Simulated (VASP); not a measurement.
The system is Mg2CdN2.

```
Mg Cd N
1.0
     3.55288    0.00000    0.00000
    -1.77644    3.07689    0.00000
     0.00000    0.00000    5.98383
Mg Cd N
2 1 2
Direct
  0.66667 0.33333 0.15344
  0.33333 0.66667 0.84656
  0.00000 0.00000 0.50000
  0.66667 0.33333 0.77223
  0.33333 0.66667 0.22777
```

Base run:

```yaml
Program: VASP 6.6.1
Functional: PBE
Potentials_or_basis: VASP PAW PBE potentials, release 64 (Mg, Cd, N)
Cutoff: 520 eV
k_mesh: 6 × 6 × 4
Occupations: gaussian, width 0.01 eV
Spin: no spin polarisation
```

Its results: band gap on the k mesh 0.35 eV, indirect (least direct gap 0.68 eV); pressure -0.3 GPa; largest force 0.027 eV/Å.

Problem. The run is repeated on the same cell with these changes: functional from PBE to RPBE. What comes out?

Solution. Band gap on the k mesh 0.38 eV, indirect (least direct gap 0.71 eV); pressure 2.9 GPa; largest force 0.004 eV/Å.

RPBE binds less tightly than PBE, so the same cell stands under more pressure.

Caveats: the PAW data sets were made with another functional, which shifts forces and pressure a little (some runs).

A k mesh can miss the band edges.
